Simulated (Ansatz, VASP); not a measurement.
Two plane-wave programs on RuSe

INCAR

```
SYSTEM = RuSe
  PREC = Accurate
  ENCUT = 520
  EDIFF = 1E-6
  ISMEAR = 0
  SIGMA = 0.05
  LREAL = .FALSE.
  LASPH = .TRUE.
  NELM = 80
  ALGO = Normal
  ISIF = 2
  LWAVE = .FALSE.
  LCHARG = .TRUE.
  GGA = PE
  LELF = .TRUE.
  LVHAR = .TRUE.
  NBANDS = 17
```

The input KPOINTS:

```
Automatic mesh
0
G
  10 10 10
  0 0 0
```

POSCAR

```
RuSe
1.0
    0.0000000000      2.8092320263      2.8092320263
    2.8092320263      0.0000000000      2.8092320263
    2.8092320263      2.8092320263      0.0000000000
Ru Se
1 1
Direct
    0.0000000000      0.0000000000      0.0000000000
    0.2500000000      0.2500000000      0.2500000000
```

Input for Ansatz:

```yaml
crystal:
  lattice:
    - [0.0, 2.8092320263, 2.8092320263]
    - [2.8092320263, 0.0, 2.8092320263]
    - [2.8092320263, 2.8092320263, 0.0]
  atoms:
    - { symbol: Ru, position: [0.0, 0.0, 0.0] }
    - { symbol: Se, position: [0.25, 0.25, 0.25] }
basis:
  ecutwfc: 420
  ecutrho_ratio: 4
kpoints:
  mp_grid: { grid: [10, 10, 10] }
hamiltonian:
  xc: pbe
scf:
  occupations: { method: gaussian, width: 0.05 }
output:
  forces: true
  stress: true
  eigenvalues: true
```

Alike in both runs: task single point; functional PBE; k mesh 10 × 10 × 10; occupations gaussian, width 0.05 eV; no spin polarisation.

|  | VASP | Ansatz |
| --- | --- | --- |
| version | VASP 6.6.1 | Ansatz 0.2.0 |
| potentials or method | VASP PAW PBE potentials, release 64 (Ru_pv, Se), cutoff 520 eV | scalar-relativistic, plane waves, PAW |
| valence electrons in the cell | 20 | 32 |

Ansatz gave:

* gap on the k mesh at the Fermi level (eV): none
* pressure (GPa): -6.3

**Question.** Which values does VASP return?

**Answer.** gap on the k mesh at the Fermi level (eV): none; pressure (GPa): -6.2.

A gap of «none» marks a metal or a gap that the smearing closes. VASP's potentials hold 20 valence electrons a cell and Ansatz's 32, so a difference there can come from the potentials and not from the codes.
